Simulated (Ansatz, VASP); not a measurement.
Ru: VASP beside Ansatz

INCAR

```
SYSTEM = Ru
ALGO = Fast
EDIFF = 1E-7
ENCUT = 520
GGA = PE
ISIF = 2
ISMEAR = 0
LASPH = .True.
LCHARG = .False.
LREAL = .False.
LWAVE = .False.
NBANDS = 13
NELM = 80
PREC = Accurate
SIGMA = 0.15
```

Contents of KPOINTS:

```
k-points
0
Gamma
  24 24 24
  0 0 0
```

Contents of POSCAR:

```
Ru
1.0
    0.0000000000      2.1496230338      1.5197834849
    2.1496230338      0.0000000000      1.5197834849
    2.1496230338      2.1496230338      0.0000000000
Ru
1
Direct
    0.0000000000      0.0000000000      0.0000000000
```

Input for Ansatz:

```yaml
crystal:
  lattice:
    - [0.0, 2.1496230338, 1.5197834849]
    - [2.1496230338, 0.0, 1.5197834849]
    - [2.1496230338, 2.1496230338, 0.0]
  atoms:
    - { symbol: Ru, position: [0.0, 0.0, 0.0] }
basis:
  ecutwfc: 420
kpoints:
  mp_grid: { grid: [24, 24, 24] }
hamiltonian:
  xc: pbe
scf:
  occupations: { method: gaussian, width: 0.15 }
output:
  forces: true
  stress: true
  eigenvalues: true
```

Alike in both runs: task single point; functional PBE; k mesh 24 × 24 × 24; occupations gaussian, width 0.15 eV; no spin polarisation.

|  | VASP | Ansatz |
| --- | --- | --- |
| version | VASP 6.6.1 | Ansatz 0.2.0 |
| potentials or method | VASP PAW PBE potentials, release 64 (Ru_pv), cutoff 520 eV | scalar-relativistic, plane waves, PAW |
| valence electrons in the cell | 14 | 16 |

|  | VASP | Ansatz | Ansatz less VASP |
| --- | --- | --- | --- |
| gap on the k mesh at the Fermi level (eV) | none | none | - |
| pressure (GPa) | 3.8 | 3.8 | +0.10 |

A gap of «none» marks a metal or a gap that the smearing closes. With one functional, cell and mesh, what is left measures potentials, basis and numerics. VASP's potentials hold 14 valence electrons a cell and Ansatz's 16, so a difference there can come from the potentials and not from the codes.
